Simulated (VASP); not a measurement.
# LiH (Fm-3m) in VASP: further runs

The runs below take LiH through single point, with PBEsol.

All numbers are computed with VASP 6.6.1; they aren't measurements. Logs are shortened: lines on timing, memory, paths and dates and some standing lists are left out, and cuts for length are marked.

### 1 The cell of the first run

The structure is cubic, space group Fm-3m (No. 225). Conventional cell: a = 3.961 Å, b = 3.961 Å, c = 3.961 Å, α = 90.00°, β = 90.00°, γ = 90.00°. Li (site symmetry m-3m) has 6 H at 1.98 Å within 2.6 Å. H (site symmetry m-3m) has 6 Li at 1.98 Å within 2.6 Å.

### 2 Single point, PBEsol

File INCAR:

```
SYSTEM = LiH
PREC = Accurate
ENCUT = 520
EDIFF = 1E-6
ISMEAR = 0
SIGMA = 0.01
LREAL = .FALSE.
LASPH = .TRUE.
NELM = 100
ALGO = Normal
ISIF = 2
LWAVE = .FALSE.
LCHARG = .FALSE.
GGA = PS
NBANDS = 9
```

File KPOINTS:

```
Automatic mesh
0
G
  10 10 10
  0 0 0
```

File POSCAR:

```
LiH
1.0
    0.0000000000      1.9804167169      1.9804167169
    1.9804167169      0.0000000000      1.9804167169
    1.9804167169      1.9804167169      0.0000000000
Li H
1 1
Direct
    0.0000000000      0.0000000000      0.0000000000
    0.5000000000      0.5000000000      0.5000000000
```

Potentials or basis: VASP PAW PBE potentials, release 64 (Li_sv, H).

The run is started by

```
$ cat potpaw_PBE.64/Li_sv/POTCAR potpaw_PBE.64/H/POTCAR > POTCAR
$ mpirun -np 1 vasp_std > vasp.out
```

OUTCAR:

```text
SYSTEM = LiH
   PREC = Accurate
   ENCUT = 520
   EDIFF = 1E-6
   ISMEAR = 0
   LREAL = .FALSE.
   LASPH = .TRUE.
   NELM = 100
   ISIF = 2
   GGA = PS

 ion  position               nearest neighbor table
   1  0.000  0.000  0.000-
   2  0.500  0.500  0.500-

  LATTYP: Found a face centered cubic cell.
 ALAT       =     3.9608334338

  Lattice vectors:

 A1 = (   0.0000000000,   1.9804167169,   1.9804167169)
 A2 = (   1.9804167169,   0.0000000000,   1.9804167169)
 A3 = (   1.9804167169,   1.9804167169,   0.0000000000)

Analysis of symmetry for initial positions (statically):
=====================================================================
 Subroutine PRICEL returns:
 Original cell was already a primitive cell.

 Routine SETGRP: Setting up the symmetry group for a
 face centered cubic supercell.

 Subroutine GETGRP returns: Found 48 space group operations
[... 9 lines left out ...]

 Routine SETGRP: Setting up the symmetry group for a
 face centered cubic supercell.

 Subroutine GETGRP returns: Found 48 space group operations
[... 11 lines left out ...]
                                     Primitive cell

  volume of cell :      15.5346

  direct lattice vectors                    reciprocal lattice vectors
     0.000000000  1.980416717  1.980416717    -0.252472116  0.252472116  0.252472116
     1.980416717  0.000000000  1.980416717     0.252472116 -0.252472116  0.252472116
     1.980416717  1.980416717  0.000000000     0.252472116  0.252472116 -0.252472116

  length of vectors
     2.800732180  2.800732180  2.800732180     0.437294533  0.437294533  0.437294533

  position of ions in fractional coordinates (direct lattice)
     0.000000000  0.000000000  0.000000000
     0.500000000  0.500000000  0.500000000

  ion indices of the primitive-cell ions
   primitive index   ion index
                 1           1
                 2           2

----------------------------------------------------------------------------------------

 KPOINTS: Automatic mesh

Automatic generation of k-mesh.
 Grid dimensions read from file:
 generate k-points for:   10   10   10

 Generating k-lattice:

  Cartesian coordinates                     Fractional coordinates (reciprocal lattice)
    -0.025247212  0.025247212  0.025247212     0.100000000  0.000000000  0.000000000
     0.025247212 -0.025247212  0.025247212     0.000000000  0.100000000  0.000000000
     0.025247212  0.025247212 -0.025247212     0.000000000  0.000000000  0.100000000

  Length of vectors
     0.043729453  0.043729453  0.043729453

  Shift w.r.t. Gamma in fractional coordinates (k-lattice)
     0.000000000  0.000000000  0.000000000

 Subroutine IBZKPT returns following result:
 ===========================================

 Found     47 irreducible k-points:

 Following reciprocal coordinates:
            Coordinates               Weight
  0.000000  0.000000  0.000000      1.000000
  0.100000  0.000000  0.000000      8.000000
  0.200000  0.000000  0.000000      8.000000
  0.300000  0.000000  0.000000      8.000000
  0.400000  0.000000  0.000000      8.000000
  0.500000  0.000000  0.000000      4.000000
[... 16 lines left out ...]
  0.300000  0.300000  0.000000      6.000000
  0.400000  0.300000  0.000000     24.000000
 [... further k-points ...]
   k-points           NKPTS =     47   k-points in BZ     NKDIM =     47   number of bands    NBANDS=      9
   number of dos      NEDOS =    301   number of ions     NIONS =      2
   total plane-waves  NPLWV =  13824
   dimension x,y,z NGX =    24 NGY =   24 NGZ =   24
   dimension x,y,z NGXF=    48 NGYF=   48 NGZF=   48
   ions per type =               1   1
   NGX,Y,Z   is equivalent  to a cutoff of  14.25, 14.25, 14.25 a.u.
   NGXF,Y,Z  is equivalent  to a cutoff of  28.49, 28.49, 28.49 a.u.
 SYSTEM =  LiH
   PREC   = accura    normal or accurate (medium, high low for compatibility)
   ISTART =      0    job   : 0-new  1-cont  2-samecut
   ICHARG =      2    charge: 1-file 2-atom 10-const
   ISPIN  =      1    spin polarized calculation?
   LNONCOLLINEAR =      F non collinear calculations
   LSORBIT =      F    spin-orbit coupling
   LASPH  =      T    aspherical Exc in radial PAW
   ENCUT  =  520.0 eV  38.22 Ry    6.18 a.u.   5.21  5.21  5.21*2*pi/ulx,y,z
   NELM   =    100;   NELMIN=  2; NELMDL= -5     # of ELM steps
   EDIFF  = 0.1E-05   stopping-criterion for ELM
   LREAL  =      F    real-space projection
   EDIFFG = 0.1E-04   stopping-criterion for IOM
   NSW    =      0    number of steps for IOM
   IBRION =     -1    ionic relax: 0-MD 1-quasi-New 2-CG
   NFREE  =      0    steps in history (QN), initial steepest desc. (CG)
   ISIF   =      2    stress and relaxation
   ISYM   =      2    0-nonsym 1-usesym 2-fastsym
   POTIM  = 0.5000    time-step for ionic-motion
   TEBEG  =    0.0;   TEEND  =   0.0 temperature during run
   PSTRESS=    0.0 pullay stress
   NELECT =       4.0000    total number of electrons
   NUPDOWN=      -1.0000    fix difference up-down
   EMIN   =  10.00;   EMAX   =-10.00  energy-range for DOS
   EFERMI =   0.00;   METHOD = LEGACY
   ISMEAR =     0;   SIGMA  =   0.01  broadening in eV -4-tet -1-fermi 0-gaus
   EFERMI_NEDOS =   21; number of points for ismear=-14 and -15
   IALGO  =     38    algorithm
   IMIX   =      4    mixing-type and parameters
     AMIX     =   0.40;   BMIX     =  1.00
     AMIX_MAG =   1.60;   BMIX_MAG =  1.00
  volume/ion in A,a.u.               =       7.77        52.42
  Fermi-wavevector in a.u.,A,eV,Ry     =   1.041506  1.968160 14.758699  1.084734
  Thomas-Fermi vector in A             =   2.176129
   LORBIT       =      0    0 simple, 1 ext, 2 COOP (PROOUT), +10 PAW based schemes
   GGA     = PS    functional components
   LHFCALC =     F    Hartree Fock is set to
   AEXX    =    0.0000 exact exchange contribution
   IVDW    =     0    specifies the selected vdW correction
   LEPSILON=     F    determine dielectric tensor
   LRPA    =     F    only Hartree local field effects (RPA)
 non-spin polarized calculation
 Gauss-broadening in eV      SIGMA  =   0.01
  energy-cutoff  :      520.00
  volume of cell :       15.53
 maximum number of plane-waves:       444
 NGX is ok and might be reduce to    24
   NGX = 11   NGY = 11   NGZ = 11

 number of electron       3.9999998 magnetization

 Free energy of the ion-electron system (eV)
  ---------------------------------------------------
  ext. energy  EPLUGINS =         0.00000000
  ---------------------------------------------------
  free energy    TOTEN  =        -6.11984044 eV

  energy without entropy =       -6.11984044  energy(sigma->0) =       -6.11984044

 E-fermi :   0.5849     XC(G=0):  -8.7275

 val. band max:        0.3292844311   @ k =   0.5000   0.5000   0.0000
 cond. band min:       3.0449462227   @ k =   0.5000   0.5000   0.0000
 fundamental gap:      2.7156617917
 Fermi energy:         0.5849317292

 k-point     1 :       0.0000    0.0000    0.0000
  band No.  band energies     occupation
      1     -43.3458      2.00000
      2      -5.3517      2.00000
      3      16.9006      0.00000
      4      18.4177      0.00000
      5      18.4177      0.00000
      6      18.4177      0.00000
      7      23.1051      0.00000
      8      23.1051      0.00000
      9      23.1051      0.00000

 k-point     2 :       0.1000    0.0000    0.0000
  band No.  band energies     occupation
      1     -43.3405      2.00000
      2      -5.1722      2.00000
      3      15.2273      0.00000
      4      17.4933      0.00000
      5      18.0053      0.00000
      6      18.0054      0.00000
      7      22.5291      0.00000
      8      23.9783      0.00000
      9      23.9783      0.00000

 k-point     3 :       0.2000    0.0000    0.0000
  band No.  band energies     occupation
      1     -43.3261      2.00000
      2      -4.6461      2.00000
      3      11.7779      0.00000
      4      16.2351      0.00000
      5      17.3473      0.00000
      6      17.3473      0.00000
      7      23.4240      0.00000
      8      23.8302      0.00000
      9      23.8302      0.00000

 k-point     4 :       0.3000    0.0000    0.0000
  band No.  band energies     occupation
      1     -43.3086      2.00000
      2      -3.8339      2.00000
      3       8.5200      0.00000
      4      15.1583      0.00000
      5      16.9492      0.00000
      6      16.9492      0.00000
      7      21.7223      0.00000
      8      21.7223      0.00000
      9      25.0464      0.00000

 k-point     5 :       0.4000    0.0000    0.0000
  band No.  band energies     occupation
      1     -43.2943      2.00000
      2      -2.9359      2.00000
      3       6.0882      0.00000
      4      14.4512      0.00000
      5      16.8854      0.00000
      6      16.8854      0.00000
      7      20.1871      0.00000
      8      20.1871      0.00000
      9      26.9681      0.00000

 k-point     6 :       0.5000    0.0000    0.0000
  band No.  band energies     occupation
      1     -43.2887      2.00000
      2      -2.4823      2.00000
      3       5.1168      0.00000
      4      14.2070      0.00000
      5      16.9469      0.00000
      6      16.9469      0.00000
      7      19.5858      0.00000
      8      19.5858      0.00000
      9      28.1139      0.00000

 k-point     7 :       0.1000    0.1000    0.0000
  band No.  band energies     occupation
      1     -43.3386      2.00000
      2      -5.1095      2.00000
      3      15.5324      0.00000
      4      16.7104      0.00000
      5      16.7104      0.00000
      6      19.2370      0.00000
      7      20.3217      0.00000
      8      25.4448      0.00000
      9      25.4477      0.00000

 k-point     8 :       0.2000    0.1000    0.0000
  band No.  band energies     occupation
      1     -43.3273      2.00000
      2      -4.6894      2.00000
      3      12.9372      0.00000
      4      15.4257      0.00000
      5      15.6715      0.00000
      6      18.9376      0.00000
      7      20.6256      0.00000
      8      24.2514      0.00000
      9      26.7823      0.00000

 k-point     9 :       0.3000    0.1000    0.0000
  band No.  band energies     occupation
      1     -43.3109      2.00000
      2      -3.9496      2.00000
      3       9.5808      0.00000
      4      14.1828      0.00000
      5      15.0858      0.00000
      6      18.1153      0.00000
      7      22.2449      0.00000
      8      23.2164      0.00000
      9      24.8833      0.00000

 k-point    10 :       0.4000    0.1000    0.0000
  band No.  band energies     occupation
      1     -43.2956      2.00000
      2      -3.0243      2.00000
      3       6.8164      0.00000
      4      13.2189      0.00000
      5      15.0061      0.00000
      6      17.2313      0.00000
      7      21.9741      0.00000
      8      23.0005      0.00000
      9      25.3120      0.00000
[... 85 lines left out ...]
 k-point    18 :       0.4000    0.2000    0.0000
  band No.  band energies     occupation
      1     -43.2924      2.00000
      2      -2.7601      2.00000
      3       7.5624      0.00000
      4      11.1106      0.00000
      5      13.3188      0.00000
      6      17.2818      0.00000
      7      21.0571      0.00000
      8      26.5079      0.00000
      9      26.6806      0.00000

 k-point    19 :       0.5000    0.2000    0.0000
  band No.  band energies     occupation
      1     -43.2829      2.00000
      2      -1.8724      2.00000
      3       5.6007      0.00000
      4      10.1099      0.00000
      5      13.6005      0.00000
      6      16.6984      0.00000
      7      23.7253      0.00000
      8      25.0835      0.00000
      9      27.1934      0.00000

 k-point    20 :      -0.4000    0.2000    0.0000
  band No.  band energies     occupation
      1     -43.2817      2.00000
      2      -1.7397      2.00000
      3       5.3567      0.00000
      4       9.6156      0.00000
      5      14.4214      0.00000
      6      16.3481      0.00000
      7      23.9544      0.00000
      8      25.6888      0.00000
      9      28.7087      0.00000

 k-point    21 :      -0.3000    0.2000    0.0000
  band No.  band energies     occupation
      1     -43.2893      2.00000
      2      -2.5197      2.00000
      3       7.0326      0.00000
      4       9.5911      0.00000
      5      15.7555      0.00000
      6      16.3151      0.00000
      7      23.2079      0.00000
      8      26.2196      0.00000
      9      27.2214      0.00000

 k-point    22 :      -0.2000    0.2000    0.0000
  band No.  band energies     occupation
      1     -43.3026      2.00000
      2      -3.4872      2.00000
      3       9.7627      0.00000
      4      10.1059      0.00000
      5      16.5637      0.00000
      6      17.4843      0.00000
      7      22.4286      0.00000
      8      24.4791      0.00000
      9      26.1689      0.00000

 k-point    23 :       0.3000    0.3000    0.0000
  band No.  band energies     occupation
      1     -43.2971      2.00000
      2      -3.0761      2.00000
      3       8.9575      0.00000
      4      12.5853      0.00000
      5      12.5853      0.00000
      6      15.7651      0.00000
      7      18.0961      0.00000
      8      29.4276      0.00000
      9      31.8043      0.00000

 k-point    24 :       0.4000    0.3000    0.0000
  band No.  band energies     occupation
      1     -43.2861      2.00000
      2      -2.1544      2.00000
      3       6.9803      0.00000
      4      10.7600      0.00000
      5      12.1327      0.00000
      6      16.6264      0.00000
      7      18.1838      0.00000
      8      30.4678      0.00000
      9      30.8078      0.00000

 [... further k-points ...]
[... 5 lines left out ...]
  --------------------------------------------------------------------------------------
  -------------------------------------------------------------------------------------
  Total        0.0357451      0.0357451      0.0357451      0.0000000      0.0000000     -0.0000000
  in kB        3.6866110      3.6866110      3.6866110      0.0000000      0.0000000     -0.0000000
  external PRESSURE =       3.6866110 kB  Pullay stress =       0.0000000 kB

 VOLUME and BASIS-vectors are now :
 -----------------------------------------------------------------------------
  energy-cutoff  :      520.00
  volume of cell :       15.53
      direct lattice vectors                 reciprocal lattice vectors
     0.000000000  1.980416717  1.980416717    -0.252472116  0.252472116  0.252472116
     1.980416717  0.000000000  1.980416717     0.252472116 -0.252472116  0.252472116
     1.980416717  1.980416717  0.000000000     0.252472116  0.252472116 -0.252472116

 POSITION                                       TOTAL-FORCE (eV/Angst)
 -----------------------------------------------------------------------------------
      0.00000      0.00000      0.00000        -0.000000      0.000000     -0.000000
      1.98042      1.98042      1.98042         0.000000     -0.000000      0.000000
 -----------------------------------------------------------------------------------
    total drift:                                0.000000     -0.000000     -0.000000

  FREE ENERGIE OF THE ION-ELECTRON SYSTEM (eV)
  ---------------------------------------------------
  free  energy   TOTEN  =        -6.1198404418 eV

  energy  without entropy=       -6.1198404418  energy(sigma->0) =       -6.11984044
```

Run time: 3.2 s. Hardware: 1 thread of Intel Xeon Platinum 8488C (Sapphire Rapids), shared host; peak memory 0.12 GiB.

What came out:

| Quantity | Value |
| --- | --- |
| Free energy | -6.1198 eV |
| Band gap on the k mesh | 2.72 eV, direct |

Levels at points of the mesh, in eV from the valence-band top:
| k point | band 1 | band 2 | band 3 | band 4 | band 5 | band 6 |
| --- | --- | --- | --- | --- | --- | --- |
| (0.00, 0.00, 0.00) | -43.68 | -5.68 | 16.57 | 18.09 | 18.09 | 18.09 |
| (0.50, 0.00, 0.00) | -43.62 | -2.81 | 4.79 | 13.88 | 16.62 | 16.62 |
| (0.50, 0.50, 0.00) | -43.60 | 0.00 | 2.72 | 10.79 | 10.79 | 13.91 |

Caveat: the cutoff is under 1.25 times the usual one of these potentials, so pressure, stress and relaxed cells hold a basis-set (Pulay) error; the PAW data sets were made with another functional, which shifts forces and pressure a little.

### 3 Single point, PBEsol

This run uses another cell than the first one, of 7.88 Å³/atom, 1.015 times its volume.

File INCAR:

```
PREC = Accurate
ENCUT = 520
EDIFF = 1E-6
ISMEAR = 0
SIGMA = 0.01
LREAL = False
LASPH = True
NELM = 60
ALGO = Normal
ISIF = 2
LWAVE = False
LCHARG = False
GGA = PS
NBANDS = 9
```

File KPOINTS:

```
regular mesh
0
Gamma
  10 10 10
```

File POSCAR:

```
LiH
1.0
    0.0000000000      1.9903685597      1.9903685597
    1.9903685597      0.0000000000      1.9903685597
    1.9903685597      1.9903685597      0.0000000000
Li H
1 1
Direct
    0.0000000000      0.0000000000      0.0000000000
    0.5000000000      0.5000000000      0.5000000000
```

Potentials or basis: VASP PAW PBE potentials, release 64 (Li_sv, H).

The run is started by

```
$ cat potpaw_PBE.64/Li_sv/POTCAR potpaw_PBE.64/H/POTCAR > POTCAR
$ mpirun -np 1 vasp_std > vasp.out
```

Wall time 3.3 s (1 thread of Intel Xeon Platinum 8488C (Sapphire Rapids), shared host); peak memory 0.13 GiB.

Results (log left out):

```yaml
Free_energy: -6.1204 eV
Band_gap_on_the_k_mesh: 2.73 eV, direct
```

Levels at points of the mesh, in eV from the valence-band top:
| k point | band 1 | band 2 | band 3 | band 4 | band 5 | band 6 |
| --- | --- | --- | --- | --- | --- | --- |
| (0.00, 0.00, 0.00) | -43.69 | -5.62 | 16.37 | 17.94 | 17.94 | 17.94 |
| (0.50, 0.00, 0.00) | -43.63 | -2.77 | 4.75 | 13.75 | 16.48 | 16.48 |
| (0.50, 0.50, 0.00) | -43.62 | 0.00 | 2.73 | 10.72 | 10.72 | 13.81 |

Caveat: the cutoff is under 1.25 times the usual one of these potentials, so pressure, stress and relaxed cells hold a basis-set (Pulay) error; the PAW data sets were made with another functional, which shifts forces and pressure a little.

### 4 Single point, PBEsol

This run uses another cell than the first one, of 7.88 Å³/atom, 1.015 times its volume.

File INCAR:

```
SYSTEM = LiH
PREC     = Accurate       ! precision mode
ENCUT    = 520            ! plane-wave cutoff, eV
EDIFF    = 1E-6           ! SCF threshold, eV
ISMEAR   = 0              ! smearing method
SIGMA    = 0.01           ! smearing width, eV
LREAL    = .FALSE.        ! projectors in reciprocal space
LASPH    = .TRUE.         ! aspherical terms in the spheres
NELM     = 100            ! most SCF steps
ALGO     = Normal         ! electronic algorithm
ISIF     = 2              ! what is computed and relaxed
LWAVE    = .FALSE.        ! write WAVECAR
LCHARG   = .FALSE.        ! write CHGCAR
GGA      = PS             ! functional
NBANDS   = 9              ! bands
```

File KPOINTS:

```
Automatic mesh
0
G
  10 10 10
  0 0 0
```

POSCAR is that of step 3.

The run is started by

```
$ cat potpaw_PBE.64/Li_sv/POTCAR potpaw_PBE.64/H/POTCAR > POTCAR
$ mpirun -np 1 vasp_std > vasp.out
```

Run time: 3.3 s. Hardware: 1 thread of Intel Xeon Platinum 8488C (Sapphire Rapids), shared host; peak memory 0.13 GiB.

It converged, with:

* Free energy: -6.1204 eV
* Band gap on the k mesh: 2.73 eV, direct

Levels at points of the mesh, in eV from the valence-band top:
| k point | band 1 | band 2 | band 3 | band 4 | band 5 | band 6 | band 7 |
| --- | --- | --- | --- | --- | --- | --- | --- |
| (0.00, 0.00, 0.00) | -43.69 | -5.62 | 16.37 | 17.94 | 17.94 | 17.94 | 22.59 |
| (0.50, 0.00, 0.00) | -43.63 | -2.77 | 4.75 | 13.75 | 16.48 | 16.48 | 19.11 |
| (0.50, 0.50, 0.00) | -43.62 | 0.00 | 2.73 | 10.72 | 10.72 | 13.81 | 17.46 |

Caveat: the cutoff is under 1.25 times the usual one of these potentials, so pressure, stress and relaxed cells hold a basis-set (Pulay) error; the PAW data sets were made with another functional, which shifts forces and pressure a little. A k mesh can miss the band edges.
